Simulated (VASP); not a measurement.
# LiH (F-43m) in VASP: notebook, part 3 of 3

VASP 6.6.1. The steps go on from the part before.

## (4) Single point, HSE06 (strain +3.4%)

Input file POSCAR:

```
LiH
1.0
    0.0000000000      2.2169835972      2.2169835972
    2.2169835972      0.0000000000      2.2169835972
    2.2169835972      2.2169835972      0.0000000000
Li H
1 1
Direct
    0.0000000000      0.0000000000      0.0000000000
    0.2500000000      0.2500000000      0.2500000000
```

Input file INCAR.step1:

```
  ALGO = Normal
  EDIFF = 1E-5
  ENCUT = 520
  GGA = PE
  ISIF = 2
  ISMEAR = 0
  LASPH = T
  LREAL = F
  LWAVE = T
  NBANDS = 9
  NELM = 100
  PREC = Accurate
  SIGMA = 0.01
```

Input file INCAR.step2:

```
  ALGO = Normal
  EDIFF = 1E-6
  ENCUT = 520
  GGA = PE
  HFSCREEN = 0.2079
  ISIF = 2
  ISMEAR = 0
  ISTART = 1
  LASPH = T
  LCHARG = T
  LELF = T
  LHFCALC = T
  LREAL = F
  LVHAR = T
  LWAVE = F
  NBANDS = 9
  NELM = 100
  PREC = Accurate
  PRECFOCK = Normal
  SIGMA = 0.01
```

Input file KPOINTS:

```
k-points
0
Gamma
  8 8 8
```

Potentials or basis: VASP PAW PBE potentials, release 64 (Li_sv, H).

Launch:

```console
$ cat potpaw_PBE.64/Li_sv/POTCAR potpaw_PBE.64/H/POTCAR > POTCAR
$ cp INCAR.step1 INCAR
$ mpirun -np 1 vasp_std > vasp.out
$ cp INCAR.step2 INCAR
$ mpirun -np 1 vasp_std > vasp.out
```

OUTCAR:

```text
EDIFF = 1E-6
   ENCUT = 520
   GGA = PE
   HFSCREEN = 0.2079
   ISIF = 2
   ISMEAR = 0
   ISTART = 1
   LASPH = T
   LHFCALC = T
   LREAL = F
   NELM = 100
   PREC = Accurate
   PRECFOCK = Normal

 ion  position               nearest neighbor table
   1  0.000  0.000  0.000-
   2  0.250  0.250  0.250-

  LATTYP: Found a face centered cubic cell.
 ALAT       =     4.4339671944

  Lattice vectors:

 A1 = (   0.0000000000,   2.2169835972,   2.2169835972)
 A2 = (   2.2169835972,   0.0000000000,   2.2169835972)
 A3 = (   2.2169835972,   2.2169835972,   0.0000000000)

Analysis of symmetry for initial positions (statically):
=====================================================================
 Subroutine PRICEL returns:
 Original cell was already a primitive cell.

 Routine SETGRP: Setting up the symmetry group for a
 face centered cubic supercell.

 Subroutine GETGRP returns: Found 24 space group operations
 (whereof 24 operations were pure point group operations)
 out of a pool of 48 trial point group operations.

The static configuration has the point symmetry T_d .

Analysis of symmetry for dynamics (positions and initial velocities):
=====================================================================
 Subroutine PRICEL returns:
 Original cell was already a primitive cell.

 Routine SETGRP: Setting up the symmetry group for a
 face centered cubic supercell.

 Subroutine GETGRP returns: Found 24 space group operations
 (whereof 24 operations were pure point group operations)
 out of a pool of 48 trial point group operations.

The dynamic configuration has the point symmetry T_d .

 Subroutine INISYM returns: Found 24 space group operations
 (whereof 24 operations are pure point group operations),
 and found     1 'primitive' translations

----------------------------------------------------------------------------------------

                                     Primitive cell

  volume of cell :      21.7930

  direct lattice vectors                    reciprocal lattice vectors
     0.000000000  2.216983597  2.216983597    -0.225531664  0.225531664  0.225531664
     2.216983597  0.000000000  2.216983597     0.225531664 -0.225531664  0.225531664
     2.216983597  2.216983597  0.000000000     0.225531664  0.225531664 -0.225531664

  length of vectors
     3.135288271  3.135288271  3.135288271     0.390632301  0.390632301  0.390632301

  position of ions in fractional coordinates (direct lattice)
     0.000000000  0.000000000  0.000000000
     0.250000000  0.250000000  0.250000000

  ion indices of the primitive-cell ions
   primitive index   ion index
                 1           1
                 2           2

----------------------------------------------------------------------------------------

 KPOINTS: k-points

Automatic generation of k-mesh.
 Grid dimensions read from file:
 generate k-points for:    8    8    8

 Generating k-lattice:

  Cartesian coordinates                     Fractional coordinates (reciprocal lattice)
    -0.028191458  0.028191458  0.028191458     0.125000000  0.000000000  0.000000000
     0.028191458 -0.028191458  0.028191458     0.000000000  0.125000000  0.000000000
     0.028191458  0.028191458 -0.028191458     0.000000000  0.000000000  0.125000000

  Length of vectors
     0.048829038  0.048829038  0.048829038

  Shift w.r.t. Gamma in fractional coordinates (k-lattice)
     0.000000000  0.000000000  0.000000000

 Subroutine IBZKPT returns following result:
 ===========================================

 Found     29 irreducible k-points:

 Following reciprocal coordinates:
            Coordinates               Weight
  0.000000  0.000000  0.000000      1.000000
  0.125000  0.000000  0.000000      8.000000
  0.250000  0.000000  0.000000      8.000000
  0.375000  0.000000  0.000000      8.000000
  0.500000  0.000000  0.000000      4.000000
  0.125000  0.125000  0.000000      6.000000
[... 16 lines left out ...]
  0.500000  0.250000  0.125000     48.000000
 -0.375000  0.250000  0.125000     24.000000
 [... further k-points ...]
   k-points           NKPTS =     29   k-points in BZ     NKDIM =    512   number of bands    NBANDS=      9
   number of dos      NEDOS =    301   number of ions     NIONS =      2
   total plane-waves  NPLWV =  13824
   dimension x,y,z NGX =    24 NGY =   24 NGZ =   24
   dimension x,y,z NGXF=    48 NGYF=   48 NGZF=   48
   ions per type =               1   1
   NGX,Y,Z   is equivalent  to a cutoff of  12.73, 12.73, 12.73 a.u.
   NGXF,Y,Z  is equivalent  to a cutoff of  25.45, 25.45, 25.45 a.u.
 SYSTEM =  unknown system
   PREC   = accura    normal or accurate (medium, high low for compatibility)
   ISTART =      1    job   : 0-new  1-cont  2-samecut
   ICHARG =      0    charge: 1-file 2-atom 10-const
   ISPIN  =      1    spin polarized calculation?
   LNONCOLLINEAR =      F non collinear calculations
   LSORBIT =      F    spin-orbit coupling
   LASPH  =      T    aspherical Exc in radial PAW
   ENCUT  =  520.0 eV  38.22 Ry    6.18 a.u.   5.83  5.83  5.83*2*pi/ulx,y,z
   NELM   =    100;   NELMIN=  2; NELMDL=  0     # of ELM steps
   EDIFF  = 0.1E-05   stopping-criterion for ELM
   LREAL  =      F    real-space projection
   EDIFFG = 0.1E-04   stopping-criterion for IOM
   NSW    =      0    number of steps for IOM
   IBRION =     -1    ionic relax: 0-MD 1-quasi-New 2-CG
   NFREE  =      0    steps in history (QN), initial steepest desc. (CG)
   ISIF   =      2    stress and relaxation
   ISYM   =      3    0-nonsym 1-usesym 2-fastsym
   POTIM  = 0.5000    time-step for ionic-motion
   TEBEG  =    0.0;   TEEND  =   0.0 temperature during run
   PSTRESS=    0.0 pullay stress
   NELECT =       4.0000    total number of electrons
   NUPDOWN=      -1.0000    fix difference up-down
   EMIN   =  10.00;   EMAX   =-10.00  energy-range for DOS
   EFERMI =   0.00;   METHOD = LEGACY
   ISMEAR =     0;   SIGMA  =   0.01  broadening in eV -4-tet -1-fermi 0-gaus
   EFERMI_NEDOS =   21; number of points for ismear=-14 and -15
   IALGO  =     38    algorithm
   IMIX   =      1    mixing-type and parameters
     AMIX     =   0.40;   BMIX     =  1.00
     AMIX_MAG =   1.60;   BMIX_MAG =  1.00
  volume/ion in A,a.u.               =      10.90        73.53
  Fermi-wavevector in a.u.,A,eV,Ry     =   0.930370  1.758144 11.777043  0.865588
  Thomas-Fermi vector in A             =   2.056751
   LORBIT       =      0    0 simple, 1 ext, 2 COOP (PROOUT), +10 PAW based schemes
   GGA     = PE    functional components
   LHFCALC =     T    Hartree Fock is set to
   PRECFOCK=normal    Normal, Fast or Accurate (Low or Medium for compatibility)
   ENCUT4O =  -1.0   cutoff for four orbital integrals eV
   NKREDX  =     1    reduce k-point grid by
   NKREDY  =     1    reduce k-point grid by
   NKREDZ  =     1    reduce k-point grid by
   AEXX    =    0.2500 exact exchange contribution
   HFSCREEN=    0.2079 screening length (either q_TF or 0.3 A-1)
   HFSCREENC=   0.2079 screening length for correlation (either q_TF or 0.3 A-1)
   ENCUTFOCK=  -1.0 apply spherical cutoff to Coloumb kernel
   IVDW    =     0    specifies the selected vdW correction
   LEPSILON=     F    determine dielectric tensor
   LRPA    =     F    only Hartree local field effects (RPA)
 non-spin polarized calculation
 Gauss-broadening in eV      SIGMA  =   0.01
  energy-cutoff  :      520.00
  volume of cell :       21.79
 maximum number of plane-waves:       604
  NGX = 18; NGY = 18; NGZ = 18

 number of electron       4.0000009 magnetization

 Free energy of the ion-electron system (eV)
  ---------------------------------------------------
  ext. energy  EPLUGINS =         0.00000000
  ---------------------------------------------------
  free energy    TOTEN  =        -6.66376084 eV

  energy without entropy =       -6.66376084  energy(sigma->0) =       -6.66376084

 E-fermi :  -2.6202     XC(G=0):  -6.2462

 val. band max:       -2.6827417692   @ k =  -0.2500   0.5000   0.2500
 cond. band min:       2.4049308274   @ k =   0.5000   0.0000   0.0000
 fundamental gap:      5.0876725967
 Fermi energy:        -2.6201866433

 k-point     1 :       0.0000    0.0000    0.0000
  band No.  band energies     occupation
      1     -49.1781      2.00000
      2      -6.5638      2.00000
      3      11.0356      0.00000
      4      15.1607      0.00000
      5      15.1607      0.00000
      6      15.1607      0.00000
      7      17.6225      0.00000
      8      17.6225      0.00000
      9      17.6225      0.00000
[... 265 lines left out ...]
 k-point    24 :      -0.3750    0.2500    0.1250
  band No.  band energies     occupation
      1     -49.1579      2.00000
      2      -3.2675      2.00000
      3       2.9757      0.00000
      4       8.7686      0.00000
      5      10.4451      0.00000
      6      14.4744      0.00000
      7      17.7628      0.00000
      8      20.9028      0.00000
      9      22.9851      0.00000

 [... further k-points ...]
[... 5 lines left out ...]
  --------------------------------------------------------------------------------------
  -------------------------------------------------------------------------------------
  Total       -0.3667801     -0.3667801     -0.3667801      0.0000000     -0.0000000      0.0000000
  in kB      -26.9649041    -26.9649041    -26.9649041      0.0000000     -0.0000000      0.0000000
  external PRESSURE =     -26.9649041 kB  Pullay stress =       0.0000000 kB

 VOLUME and BASIS-vectors are now :
 -----------------------------------------------------------------------------
  energy-cutoff  :      520.00
  volume of cell :       21.79
      direct lattice vectors                 reciprocal lattice vectors
     0.000000000  2.216983597  2.216983597    -0.225531664  0.225531664  0.225531664
     2.216983597  0.000000000  2.216983597     0.225531664 -0.225531664  0.225531664
     2.216983597  2.216983597  0.000000000     0.225531664  0.225531664 -0.225531664

 POSITION                                       TOTAL-FORCE (eV/Angst)
 -----------------------------------------------------------------------------------
      0.00000      0.00000      0.00000        -0.000000      0.000000     -0.000000
      1.10849      1.10849      1.10849         0.000000     -0.000000      0.000000
 -----------------------------------------------------------------------------------
    total drift:                                0.000004     -0.000001      0.000001

  FREE ENERGIE OF THE ION-ELECTRON SYSTEM (eV)
  ---------------------------------------------------
  free  energy   TOTEN  =        -6.6637608428 eV

  energy  without entropy=       -6.6637608428  energy(sigma->0) =       -6.66376084
```

Wall time 3.2 min (1 thread of Intel Xeon 6975P-C (Granite Rapids), shared host); peak memory 0.25 GiB.

What came out:

```
Free energy            : -6.6638 eV
Band gap on the k mesh : 5.09 eV (least direct gap 6.16 eV)
```

Caveat: the cell differs from its parent crystal (strain +3.4%); the cutoff is under 1.25 times the usual one of these potentials, so pressure, stress and relaxed cells hold a basis-set (Pulay) error; the structure was generated, so it needn't be the stable form of LiH; the PAW data sets were made with another functional, which shifts forces and pressure a little. A k mesh can miss the band edges.

## (5) Summary

```tsv
level	k mesh	smearing	grid for exact exchange (PRECFOCK)	share of exact exchange	screening parameter	gap on the mesh (eV)
PBE	10 × 10 × 10	fermi-dirac 0.02 eV	-	-	-	4.10
r2SCAN	10 × 10 × 10	gaussian 0.01 eV	-	-	-	4.67
HSE06	8 × 8 × 8	gaussian 0.01 eV	Normal	0.25	0.2079 1/Å	5.09
```

Alike in all rows: task single point; potentials or basis VASP PAW PBE potentials, release 64 (Li_sv, H); no spin polarisation; cell as given; cutoff (eV) 520.

Caveats: the cutoff is under 1.25 times the usual one of these potentials, so pressure, stress and relaxed cells hold a basis-set (Pulay) error; the structure was generated, so it needn't be the stable form of LiH; the PAW data sets were made with another functional, which shifts forces and pressure a little (at least some runs).

Total energies depend on the potentials used, so only differences within one code and one set of settings carry meaning.
